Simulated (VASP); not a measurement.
Wanted: the native input for a VASP 6.6.1 run.

```yaml
Task: single point
Functional: PBE
Potentials_or_basis: VASP PAW PBE potentials, release 64 (Be, Te)
Cutoff: 520 eV
k_mesh: 14 × 14 × 14
Occupations: gaussian, width 0.1 eV
Spin: no spin polarisation
Dipole_correction: no
Further_INCAR_settings: ALGO = Fast; EDIFF = 1e-06; NBANDS = 12
```

The structure of Be2Te lies in POSCAR:

```
Be2Te
1.0
    0.0000000000      3.0436962465      3.0436962465
    3.0436962465      0.0000000000      3.0436962465
    3.0436962465      3.0436962465      0.0000000000
Be Te
2 1
Direct
    0.2500000000      0.2500000000      0.2500000000
    0.7500000000      0.7500000000      0.7500000000
    0.0000000000      0.0000000000      0.0000000000
```

These files were run (other wordings do the same):

INCAR

```
SYSTEM = Be2Te
ALGO = Fast
EDIFF = 1E-6
ENCUT = 520
GGA = PE
ISIF = 2
ISMEAR = 0
LASPH = .True.
LCHARG = .False.
LREAL = .False.
LWAVE = .False.
NBANDS = 12
NELM = 80
PREC = Accurate
SIGMA = 0.1
```

KPOINTS

```
k-points
0
Gamma
  14 14 14
  0 0 0
```

Potentials or basis: VASP PAW PBE potentials, release 64 (Be, Te).

The run is started by

```bash
$ cat potpaw_PBE.64/Be/POTCAR potpaw_PBE.64/Te/POTCAR > POTCAR
$ mpirun -np 1 vasp_std > vasp.out
```

It gave:

```
Pressure               : 0.1 GPa
Band gap on the k mesh : zero (bands 5 and 6 overlap by 1.89 eV)
```

Caveat: spin-orbit coupling is left out, which moves the levels of the heavy elements.

Wall time 21 s on 1 thread of Intel(R) Xeon(R) 6975P-C (Granite Rapids), on a shared host, peak memory 0.21 GiB.
